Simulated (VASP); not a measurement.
Input of a VASP 6.6.1 run:

POSCAR

```
SnSe
1.0
    0.0000000000      2.9120497591      3.0253233071
    2.9120497591      0.0000000000      3.0253233071
    2.9120497591      2.9120497591      0.0000000000
Sn Se
1 1
Direct
    0.0000000000      0.0000000000      0.0000000000
    0.5000000000      0.5000000000      0.5000000000
```

The input INCAR.step1:

```
  PREC = Accurate
  ENCUT = 550
  ISMEAR = -1
  SIGMA = 0.02
  LREAL = False
  LASPH = True
  NELM = 120
  NBANDS = 17
  GGA = PE
  ALGO = Normal
  EDIFF = 1E-5
  LWAVE = True
  LCHARG = False
  GGA_COMPAT = False
```

INCAR.step2

```
  PREC = Accurate
  ENCUT = 550
  EDIFF = 1E-6
  ISMEAR = -1
  SIGMA = 0.02
  LREAL = False
  LASPH = True
  NELM = 120
  ALGO = Normal
  ISIF = 2
  LWAVE = False
  LCHARG = False
  METAGGA = R2SCAN
  LMIXTAU = True
  NBANDS = 17
  ISTART = 1
  GGA_COMPAT = False
```

File KPOINTS:

```
regular mesh
0
Gamma
  8 8 8
```

Potentials or basis: VASP PAW PBE potentials, release 64 (Sn_d, Se).

The run is started by

```sh
$ cat potpaw_PBE.64/Sn_d/POTCAR potpaw_PBE.64/Se/POTCAR > POTCAR
$ cp INCAR.step1 INCAR
$ mpirun -np 1 vasp_std > vasp.out
$ cp INCAR.step2 INCAR
$ mpirun -np 1 vasp_std > vasp.out
```

Question: What does it give for the pressure?

Answer: 3.8 GPa.

Question: Estimate the band gap on the k mesh.

Answer: 0.70 eV, indirect (least direct gap 0.80 eV).

Stress tensor (GPa, compression positive):
```
5.70 0.00 0.00
0.00 5.70 0.00
0.00 0.00 0.01
```

Caveat: the cell differs from its parent crystal (epitaxial xy strain -3.0%); the PAW data sets were made with another functional, which shifts forces and pressure a little; spin-orbit coupling is left out, which moves the levels of the heavy elements. A k mesh can miss the band edges.
